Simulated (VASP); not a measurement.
Runs of VASP 6.6.1 on Ga. The structure is that of space group Im-3m (No. 229), or close to it. The cells are those of the table. 

```tsv
task	cell	cutoff (eV)	gap on the mesh (eV)	pressure (GPa)
relaxation of cell and atoms	relaxed to 100 GPa from a = 2.415 Å, angles 109.5°, 1 atom	600	none	100.0
single point	a = 2.416 Å, angles 109.5°, 1 atom	520	none	100.5
single point	a = 2.415 Å, angles 109.5°, 1 atom	520	none	(a)
relaxation of cell and atoms	relaxed to 100 GPa from a = 2.414 Å, angles 109.5°, 1 atom	600	none	100.1
```

Alike in all rows: level PBEsol; potentials or basis VASP PAW PBE potentials, release 64 (Ga_d); no spin polarisation; k mesh 19 × 19 × 19; smearing fermi-dirac 0.08 eV.

Fill in the values left out.

(a) 100.7.

Caveats: the PAW data sets were made with another functional, which shifts forces and pressure a little; the cell is relaxed towards a set pressure, so the enthalpy falls and the energy may rise (some runs).

A k mesh can miss the band edges, and the runs leave out spin-orbit coupling on Ga.

A gap of «none» marks levels without a gap at the run's occupations.
